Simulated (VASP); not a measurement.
# ZnSe (F-43m) in VASP: notebook, part 2 of 2

VASP 6.6.1.

## (3) Single point, PBE

This run uses another cell than the first one, of 22.72 Å³/atom, 1.017 times its volume.

INCAR

```
PREC = Accurate
ENCUT = 520
EDIFF = 1E-6
ISMEAR = -1
SIGMA = 0.02
LREAL = False
LASPH = True
NELM = 60
ALGO = Normal
ISIF = 2
LWAVE = False
LCHARG = True
GGA = PE
LELF = True
LVHAR = True
NBANDS = 16
```

KPOINTS

```
Automatic mesh
0
Gamma
  8 8 8
```

POSCAR

```
ZnSe
1.0
    0.0000000000      2.8324206823      2.8324206823
    2.8324206823      0.0000000000      2.8324206823
    2.8324206823      2.8324206823      0.0000000000
Zn Se
1 1
Direct
    0.0000000000      0.0000000000      0.0000000000
    0.2500000000      0.2500000000      0.2500000000
```

Potentials or basis: VASP PAW PBE potentials, release 64 (Zn, Se).

On the command line:

```bash
$ cat potpaw_PBE.64/Zn/POTCAR potpaw_PBE.64/Se/POTCAR > POTCAR
$ mpirun -np 1 vasp_std > vasp.out
```

OUTCAR:

```text
PREC = Accurate
   ENCUT = 520
   EDIFF = 1E-6
   ISMEAR = -1
   LREAL = False
   LASPH = True
   NELM = 60
   ISIF = 2
   GGA = PE

 ion  position               nearest neighbor table
   1  0.000  0.000  0.000-   2 2.45   2 2.45   2 2.45   2 2.45
   2  0.250  0.250  0.250-   1 2.45   1 2.45   1 2.45   1 2.45

  LATTYP: Found a face centered cubic cell.
 ALAT       =     5.6648413646

  Lattice vectors:

 A1 = (   0.0000000000,   2.8324206823,   2.8324206823)
 A2 = (   2.8324206823,   0.0000000000,   2.8324206823)
 A3 = (   2.8324206823,   2.8324206823,   0.0000000000)

Analysis of symmetry for initial positions (statically):
=====================================================================
 Subroutine PRICEL returns:
 Original cell was already a primitive cell.

 Routine SETGRP: Setting up the symmetry group for a
 face centered cubic supercell.

 Subroutine GETGRP returns: Found 24 space group operations
 (whereof 24 operations were pure point group operations)
 out of a pool of 48 trial point group operations.

The static configuration has the point symmetry T_d .

Analysis of symmetry for dynamics (positions and initial velocities):
=====================================================================
 Subroutine PRICEL returns:
 Original cell was already a primitive cell.

 Routine SETGRP: Setting up the symmetry group for a
 face centered cubic supercell.

 Subroutine GETGRP returns: Found 24 space group operations
 (whereof 24 operations were pure point group operations)
 out of a pool of 48 trial point group operations.

The dynamic configuration has the point symmetry T_d .

 Subroutine INISYM returns: Found 24 space group operations
 (whereof 24 operations are pure point group operations),
 and found     1 'primitive' translations

----------------------------------------------------------------------------------------

                                     Primitive cell

  volume of cell :      45.4468

  direct lattice vectors                    reciprocal lattice vectors
     0.000000000  2.832420682  2.832420682    -0.176527450  0.176527450  0.176527450
     2.832420682  0.000000000  2.832420682     0.176527450 -0.176527450  0.176527450
     2.832420682  2.832420682  0.000000000     0.176527450  0.176527450 -0.176527450

  length of vectors
     4.005647743  4.005647743  4.005647743     0.305754512  0.305754512  0.305754512

  position of ions in fractional coordinates (direct lattice)
     0.000000000  0.000000000  0.000000000
     0.250000000  0.250000000  0.250000000

  ion indices of the primitive-cell ions
   primitive index   ion index
                 1           1
                 2           2

----------------------------------------------------------------------------------------

 KPOINTS: Automatic mesh

Automatic generation of k-mesh.
 Grid dimensions read from file:
 generate k-points for:    8    8    8

 Generating k-lattice:

  Cartesian coordinates                     Fractional coordinates (reciprocal lattice)
    -0.022065931  0.022065931  0.022065931     0.125000000  0.000000000  0.000000000
     0.022065931 -0.022065931  0.022065931     0.000000000  0.125000000  0.000000000
     0.022065931  0.022065931 -0.022065931     0.000000000  0.000000000  0.125000000

  Length of vectors
     0.038219314  0.038219314  0.038219314

  Shift w.r.t. Gamma in fractional coordinates (k-lattice)
     0.000000000  0.000000000  0.000000000

 Subroutine IBZKPT returns following result:
 ===========================================

 Found     29 irreducible k-points:

 Following reciprocal coordinates:
            Coordinates               Weight
  0.000000  0.000000  0.000000      1.000000
  0.125000  0.000000  0.000000      8.000000
  0.250000  0.000000  0.000000      8.000000
  0.375000  0.000000  0.000000      8.000000
  0.500000  0.000000  0.000000      4.000000
  0.125000  0.125000  0.000000      6.000000
[... 16 lines left out ...]
  0.500000  0.250000  0.125000     48.000000
 -0.375000  0.250000  0.125000     24.000000
 [... further k-points ...]
   k-points           NKPTS =     29   k-points in BZ     NKDIM =     29   number of bands    NBANDS=     16
   number of dos      NEDOS =    301   number of ions     NIONS =      2
   total plane-waves  NPLWV =  27000
   dimension x,y,z NGX =    30 NGY =   30 NGZ =   30
   dimension x,y,z NGXF=    60 NGYF=   60 NGZF=   60
   ions per type =               1   1
   NGX,Y,Z   is equivalent  to a cutoff of  12.45, 12.45, 12.45 a.u.
   NGXF,Y,Z  is equivalent  to a cutoff of  24.90, 24.90, 24.90 a.u.
 SYSTEM =  unknown system
   PREC   = accura    normal or accurate (medium, high low for compatibility)
   ISTART =      0    job   : 0-new  1-cont  2-samecut
   ICHARG =      2    charge: 1-file 2-atom 10-const
   ISPIN  =      1    spin polarized calculation?
   LNONCOLLINEAR =      F non collinear calculations
   LSORBIT =      F    spin-orbit coupling
   LASPH  =      T    aspherical Exc in radial PAW
   ENCUT  =  520.0 eV  38.22 Ry    6.18 a.u.   7.45  7.45  7.45*2*pi/ulx,y,z
   NELM   =     60;   NELMIN=  2; NELMDL= -5     # of ELM steps
   EDIFF  = 0.1E-05   stopping-criterion for ELM
   LREAL  =      F    real-space projection
   EDIFFG = 0.1E-04   stopping-criterion for IOM
   NSW    =      0    number of steps for IOM
   IBRION =     -1    ionic relax: 0-MD 1-quasi-New 2-CG
   NFREE  =      0    steps in history (QN), initial steepest desc. (CG)
   ISIF   =      2    stress and relaxation
   ISYM   =      2    0-nonsym 1-usesym 2-fastsym
   POTIM  = 0.5000    time-step for ionic-motion
   TEBEG  =    0.0;   TEEND  =   0.0 temperature during run
   PSTRESS=    0.0 pullay stress
   NELECT =      18.0000    total number of electrons
   NUPDOWN=      -1.0000    fix difference up-down
   EMIN   =  10.00;   EMAX   =-10.00  energy-range for DOS
   EFERMI =   0.00;   METHOD = LEGACY
   ISMEAR =    -1;   SIGMA  =   0.02  broadening in eV -4-tet -1-fermi 0-gaus
   EFERMI_NEDOS =   21; number of points for ismear=-14 and -15
   IALGO  =     38    algorithm
   IMIX   =      4    mixing-type and parameters
     AMIX     =   0.40;   BMIX     =  1.00
     AMIX_MAG =   1.60;   BMIX_MAG =  1.00
  volume/ion in A,a.u.               =      22.72       153.35
  Fermi-wavevector in a.u.,A,eV,Ry     =   1.202259  2.271939 19.666213  1.445426
  Thomas-Fermi vector in A             =   2.338045
   LORBIT       =      0    0 simple, 1 ext, 2 COOP (PROOUT), +10 PAW based schemes
   GGA     = PE    functional components
   LHFCALC =     F    Hartree Fock is set to
   AEXX    =    0.0000 exact exchange contribution
   IVDW    =     0    specifies the selected vdW correction
   LEPSILON=     F    determine dielectric tensor
   LRPA    =     F    only Hartree local field effects (RPA)
 non-spin polarized calculation
  energy-cutoff  :      520.00
  volume of cell :       45.45
 maximum number of plane-waves:      1243
 NGX is ok and might be reduce to    30
   NGX = 15   NGY = 15   NGZ = 15

 number of electron      18.0000011 magnetization

 Free energy of the ion-electron system (eV)
  ---------------------------------------------------
  ext. energy  EPLUGINS =         0.00000000
  ---------------------------------------------------
  free energy    TOTEN  =        -6.01912557 eV

  energy without entropy =       -6.01912557  energy(sigma->0) =       -6.01912557

 E-fermi :   2.0353     XC(G=0):  -9.3284

 val. band max:        1.6257709334   @ k =   0.0000   0.0000   0.0000
 cond. band min:       2.9219164800   @ k =   0.0000   0.0000   0.0000
 fundamental gap:      1.2961455466
 Fermi energy:         2.0352883066

 k-point     1 :       0.0000    0.0000    0.0000
  band No.  band energies     occupation
      1     -11.6427      2.00000
      2      -4.9256      2.00000
      3      -4.9256      2.00000
      4      -4.9256      2.00000
      5      -4.5545      2.00000
      6      -4.5545      2.00000
[... 8 lines left out ...]
     15      13.0891      0.00000
     16      13.0891      0.00000
[... 419 lines left out ...]
 k-point    24 :      -0.3750    0.2500    0.1250
  band No.  band energies     occupation
      1     -10.7191      2.00000
      2      -4.8219      2.00000
      3      -4.7845      2.00000
      4      -4.5866      2.00000
      5      -4.5475      2.00000
      6      -4.3447      2.00000
[... 8 lines left out ...]
     15      14.3817      0.00000
     16      15.1994      0.00000

 [... further k-points ...]

------------------------ aborting loop because EDIFF is reached ----------------------------------------

  FORCE on cell =-STRESS in cart. coord.  units (eV):
  Direction    XX          YY          ZZ          XY          YZ          ZX
  --------------------------------------------------------------------------------------
  -------------------------------------------------------------------------------------
  Total        0.6934807      0.6934807      0.6934807      0.0000000      0.0000000      0.0000000
  in kB       24.4479085     24.4479085     24.4479085      0.0000000      0.0000000      0.0000000
  external PRESSURE =      24.4479085 kB  Pullay stress =       0.0000000 kB

 VOLUME and BASIS-vectors are now :
 -----------------------------------------------------------------------------
  energy-cutoff  :      520.00
  volume of cell :       45.45
      direct lattice vectors                 reciprocal lattice vectors
     0.000000000  2.832420682  2.832420682    -0.176527450  0.176527450  0.176527450
     2.832420682  0.000000000  2.832420682     0.176527450 -0.176527450  0.176527450
     2.832420682  2.832420682  0.000000000     0.176527450  0.176527450 -0.176527450

 POSITION                                       TOTAL-FORCE (eV/Angst)
 -----------------------------------------------------------------------------------
      0.00000      0.00000      0.00000        -0.000000     -0.000000     -0.000000
      1.41621      1.41621      1.41621         0.000000      0.000000      0.000000
 -----------------------------------------------------------------------------------
    total drift:                               -0.000001     -0.000001     -0.000001

  FREE ENERGIE OF THE ION-ELECTRON SYSTEM (eV)
  ---------------------------------------------------
  free  energy   TOTEN  =        -6.0191255691 eV

  energy  without entropy=       -6.0191255691  energy(sigma->0) =       -6.01912557
```

OSZICAR:

```text
N       E                     dE             d eps       ncg     rms          rms(c)
DAV:   1     0.855089135274E+02    0.85509E+02   -0.87729E+03   928   0.127E+03
DAV:   2    -0.921847097067E+00   -0.86431E+02   -0.81449E+02  1032   0.249E+02
DAV:   3    -0.626521018216E+01   -0.53434E+01   -0.53227E+01  1152   0.604E+01
DAV:   4    -0.630711465651E+01   -0.41904E-01   -0.41901E-01  1120   0.562E+00
DAV:   5    -0.630731136132E+01   -0.19670E-03   -0.19670E-03  1168   0.355E-01    0.476E+00
DAV:   6    -0.603810082089E+01    0.26921E+00   -0.53278E-01  1376   0.238E+01    0.363E+00
DAV:   7    -0.601900676140E+01    0.19094E-01   -0.15361E-01  1056   0.350E+00    0.155E+00
DAV:   8    -0.601879379199E+01    0.21297E-03   -0.43862E-03  1272   0.675E-01    0.451E-01
DAV:   9    -0.601902381917E+01   -0.23003E-03   -0.10934E-03  1080   0.251E-01    0.662E-02
DAV:  10    -0.601913079814E+01   -0.10698E-03   -0.19090E-04  1160   0.103E-01    0.217E-02
DAV:  11    -0.601912427512E+01    0.65230E-05   -0.35944E-05  1112   0.508E-02    0.475E-03
DAV:  12    -0.601912539497E+01   -0.11198E-05   -0.48466E-06  1168   0.130E-02    0.267E-03
DAV:  13    -0.601912556906E+01   -0.17409E-06   -0.47841E-07   888   0.521E-03
   1 F= -.60191256E+01 E0= -.60191256E+01  d E =-.647039E-11
```

It took 14 s on 1 thread of Intel Xeon 6975P-C (Granite Rapids), shared host; peak memory 0.17 GiB.

Results:

```
Free energy            : -6.0191 eV
Pressure               : 2.4 GPa
Band gap on the k mesh : 1.30 eV, direct
```

## (4) Single point, LDA

This run uses another cell than the first one, of 22.72 Å³/atom, 1.017 times its volume.

INCAR

```
ALGO     = Normal         # electronic algorithm
EDIFF    = 1E-7           # SCF threshold, eV
ENCUT    = 520            # plane-wave cutoff, eV
ISIF     = 2              # what is computed and relaxed
ISMEAR   = 0              # smearing method
LASPH    = T              # aspherical terms in the spheres
LCHARG   = F              # write CHGCAR
LREAL    = F              # projectors in reciprocal space
LWAVE    = F              # write WAVECAR
NBANDS   = 16             # bands
NELM     = 100            # most SCF steps
PREC     = Accurate       # precision mode
SIGMA    = 0.01           # smearing width, eV
```

KPOINTS

```
k-points
0
Gamma
  8 8 8
```

POSCAR is that of step 3.

Potentials or basis: VASP PAW LDA potentials, release 64 (Zn, Se).

On the command line:

```bash
$ cat potpaw_LDA.64/Zn/POTCAR potpaw_LDA.64/Se/POTCAR > POTCAR
$ mpirun -np 1 vasp_std > vasp.out
```

Run time: 12 s. Hardware: 1 thread of Intel Xeon 6975P-C (Granite Rapids), shared host; peak memory 0.15 GiB.

It converged, with:

```yaml
Free_energy: -7.3517 eV
Pressure: -3.0 GPa
Band_gap_on_the_k_mesh: 1.07 eV, direct
```

Levels at points of the mesh, in eV from the valence-band top:
| k point | band 7 | band 8 | band 9 | band 10 | band 11 | band 12 |
| --- | --- | --- | --- | --- | --- | --- |
| (0.00, 0.00, 0.00) | 0.00 | 0.00 | 0.00 | 1.07 | 5.70 | 5.70 |
| (0.50, 0.00, 0.00) | -5.30 | -0.88 | -0.88 | 2.37 | 6.28 | 6.28 |
| (0.50, 0.50, 0.00) | -4.83 | -2.21 | -2.21 | 2.80 | 3.33 | 10.53 |

## (5) Overview

```csv
level,potentials or basis,cell,smearing,gap on the mesh (eV),pressure (GPa)
PBEsol,"VASP PAW PBE potentials, release 64 (Zn, Se)","a = 3.984 Å, angles 60.0°, 2 atoms",fermi-dirac 0.02 eV,1.24,0.3
PBE,"VASP PAW PBE potentials, release 64 (Zn, Se)","a = 4.006 Å, angles 60.0°, 2 atoms",fermi-dirac 0.02 eV,1.30,2.4
LDA,"VASP PAW LDA potentials, release 64 (Zn, Se)","a = 4.006 Å, angles 60.0°, 2 atoms",gaussian 0.01 eV,1.07,-3.0
```

Alike in all rows: task single point; no spin polarisation; k mesh 8 × 8 × 8; cutoff (eV) 520.

Caveats: the PAW data sets were made with another functional, which shifts forces and pressure a little (some runs).

Absolute energies hang on the potentials; compare differences alone.
